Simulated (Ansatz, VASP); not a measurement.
Two plane-wave programs on Al2Cu

```
Al Cu
1.0
     4.02291    0.00000    0.00000
     0.00000    4.02291    0.00000
     0.00000    0.00000    2.76100
Al Cu
2 1
Direct
  0.50000 0.00000 0.50000
  0.00000 0.50000 0.50000
  0.00000 0.00000 0.00000
```

Alike in both runs: task single point; functional PBEsol; k mesh 12 × 12 × 16; occupations gaussian, width 0.15 eV; no spin polarisation.

```csv
,VASP,Ansatz
version,VASP 6.6.1,Ansatz 0.2.0
potentials or method,"VASP PAW PBE potentials, release 64 (Al, Cu), cutoff 600 eV","scalar-relativistic, plane waves, PAW"
valence electrons in the cell,17,25
```

```csv
,VASP,Ansatz,Ansatz less VASP
gap on the k mesh at the Fermi level (eV),none,none,-
pressure (GPa),7.3,7.0,-0.25
"traceless stress, the component that is largest in VASP (GPa)",1.20,1.17,-0.028
```

VASP's potentials were made for PBE, not for PBEsol. A gap of «none» marks a metal or a gap that the smearing closes. VASP's potentials hold 17 valence electrons a cell and Ansatz's 25, so a difference there can come from the potentials and not from the codes.
